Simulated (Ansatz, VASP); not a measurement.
## Al in VASP and in Ansatz

```xyz
3
Lattice="4.6116 0.0000 0.0000 -2.3058 3.9938 0.0000 0.0000 0.0000 2.8551" Properties=species:S:1:pos:R:3 pbc="T T T"
Al    4.6116    0.0000    0.0000
Al    0.0000    2.6625    1.4276
Al    2.3058    1.3313    1.4276
```

Alike in both runs: functional RPBE; k mesh 8 × 8 × 11; occupations fermi-dirac, width 0.1 eV; no spin polarisation.

Ansatz relaxed the structure, and its values are those at the end. VASP's run is a single point on that final structure, the one shown.

```csv
,VASP,Ansatz
version,VASP 6.6.1,Ansatz 0.2.0
potentials or method,"VASP PAW PBE potentials, release 64 (Al), cutoff 520 eV","plane waves (420 eV) with PAW, scalar-relativistic"
valence electrons in the cell,9,9
```

|  | VASP | Ansatz | Ansatz less VASP |
| --- | --- | --- | --- |
| pressure (GPa) | -0.2 | 0.0 | +0.15 |

VASP's potentials were made for PBE, not for RPBE.
